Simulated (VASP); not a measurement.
Ti3SnO8: single point with PBE

Crystal: Ti3SnO8.

```
CELL_PARAMETERS angstrom
3.27964 -3.28018 0.00000
3.27964 3.28018 0.00000
0.00000 0.00000 6.03914
ATOMIC_POSITIONS crystal
Ti 0.50000 0.50000 0.24501
Ti 0.00000 0.00000 0.00000
Ti 0.50000 0.50000 0.75499
O 0.19980 0.19980 0.23833
O 0.80020 0.80020 0.23833
O 0.69462 0.30538 0.00000
O 0.30538 0.69462 0.00000
O 0.19980 0.19980 0.76167
O 0.80020 0.80020 0.76167
O 0.68797 0.31203 0.50000
O 0.31203 0.68797 0.50000
Sn 0.00000 0.00000 0.50000
```

```
Program             : VASP 6.6.1
Task                : single point
Functional          : PBE
Potentials or basis : VASP PAW PBE potentials, release 64 (Ti_sv, O, Sn_d)
Cutoff              : 520 eV
k mesh              : 6 × 6 × 4
Occupations         : fermi-dirac, width 0.02 eV
Spin                : no spin polarisation
```

```json
{"Pressure": "6.7 GPa", "Largest force": "0.221 eV/Å", "Band gap on the k mesh": "1.74 eV"}
```

Forces on the atoms (eV/Å):
```
Ti   0.000  0.000 -0.007
Ti   0.000  0.000  0.000
Ti   0.000  0.000  0.007
O    0.169  0.000 -0.143
O   -0.169  0.000 -0.143
O    0.000 -0.063  0.000
O    0.000  0.063  0.000
O    0.169  0.000  0.143
O   -0.169  0.000  0.143
O    0.000  0.139  0.000
O    0.000 -0.139  0.000
Sn   0.000  0.000  0.000
```

Stress tensor (GPa, compression positive):
```
6.53 0.00 0.00
0.00 6.39 0.00
0.00 0.00 7.04
```

Levels at points of the mesh, in eV from the valence-band top:
| k point | band 45 | band 46 | band 47 | band 48 | band 49 | band 50 | band 51 | band 52 | band 53 | band 54 |
| --- | --- | --- | --- | --- | --- | --- | --- | --- | --- | --- |
| (0.00, 0.00, 0.00) | -1.40 | -0.98 | -0.60 | -0.57 | 0.00 | 1.74 | 2.36 | 2.48 | 2.69 | 2.93 |
| (0.50, 0.00, 0.00) | -1.35 | -1.14 | -1.08 | -0.79 | -0.70 | 2.07 | 2.40 | 2.41 | 2.50 | 2.84 |
| (0.50, 0.50, 0.00) | -1.36 | -1.31 | -0.96 | -0.94 | -0.69 | 1.83 | 2.57 | 2.68 | 2.72 | 2.79 |
| (0.00, 0.00, 0.50) | -1.68 | -0.91 | -0.70 | -0.64 | -0.39 | 2.15 | 2.33 | 2.64 | 2.84 | 3.00 |
| (0.50, 0.00, 0.50) | -1.11 | -0.99 | -0.98 | -0.83 | -0.64 | 2.40 | 2.47 | 2.86 | 2.93 | 2.96 |
| (0.50, 0.50, 0.50) | -1.69 | -1.58 | -1.47 | -0.95 | -0.69 | 2.39 | 2.56 | 2.75 | 2.77 | 2.97 |

Run time: 10 min on 1 thread of Intel Xeon 8259CL, with other jobs on the host, peak memory 0.41 GiB.

Caveat: the cell stands under pressure; spin-orbit coupling is left out, which moves the levels of the heavy elements. A k mesh can miss the band edges.
